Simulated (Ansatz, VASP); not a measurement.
## NbAs in VASP and in Ansatz

INCAR

```
ALGO = Normal
EDIFF = 1E-7
ENCUT = 520
GGA = CA
ISIF = 2
ISMEAR = -1
LASPH = True
LCHARG = False
LREAL = False
LWAVE = False
NBANDS = 26
NELM = 60
PREC = Accurate
SIGMA = 0.05
```

Contents of KPOINTS:

```
k-points
0
Gamma
  11 11 11
```

Contents of POSCAR:

```
NbAs
1.0
   -1.7142667651      1.7142667651      5.8008041881
    1.7142667651     -1.7142667651      5.8008041881
    1.7142667651      1.7142667651     -5.8008041881
Nb As
2 2
Direct
    0.5000000000      0.0000000000      0.5000000000
    0.7500000000      0.7500000000      0.0000000000
    0.9160000000      0.4160000000      0.5000000000
    0.1660000000      0.1660000000      0.0000000000
```

Contents of input.yaml:

```yaml
crystal:
  lattice:
    - [-1.7142667651, 1.7142667651, 5.8008041881]
    - [1.7142667651, -1.7142667651, 5.8008041881]
    - [1.7142667651, 1.7142667651, -5.8008041881]
  atoms:
    - { symbol: Nb, position: [0.5, 0.0, 0.5] }
    - { symbol: Nb, position: [0.75, 0.75, 0.0] }
    - { symbol: As, position: [0.916, 0.416, 0.5] }
    - { symbol: As, position: [0.166, 0.166, 0.0] }
kpoints:
  mp_grid: { grid: [11, 11, 11] }
scf:
  occupations: { method: fermi_dirac, width: 0.05 }
hamiltonian:
  xc: lda
  pseudopotentials: { kind: all_electron, lapw: { basis_error: 0.002 } }
output:
  forces: true
  stress: true
  eigenvalues: true
```

Change from the starting cell: volume scaled by 0.98.

Alike in both runs: task single point; functional LDA; k mesh 11 × 11 × 11; occupations fermi-dirac, width 0.05 eV; no spin polarisation.

|  | VASP | Ansatz |
| --- | --- | --- |
| version | VASP 6.6.1 | Ansatz 0.2.0 |
| potentials or method | VASP PAW LDA potentials, release 64 (Nb_sv, As), cutoff 520 eV | all-electron LAPW, scalar-relativistic |

VASP gave:

```
gap on the k mesh at the Fermi level (eV)                     : none
pressure (GPa)                                                : -1.8
traceless stress, the component that is largest in VASP (GPa) : 0.71
rms of the force components (eV/Å)                            : 0.176
```

Problem. Estimate Ansatz's values.

Solution. gap on the k mesh at the Fermi level (eV): none; pressure (GPa): -2.1; traceless stress, the component that is largest in VASP (GPa): 0.78; rms of the force components (eV/Å): 0.173.

LDA's correlation is that of Perdew and Zunger in VASP and of Perdew and Wang (1992) in Ansatz. Atom by atom the forces differ by 0.002 eV/Å (rms over components). A gap of «none» marks a metal or a gap that the smearing closes. Ansatz ran all-electron here, and VASP with PAW potentials.
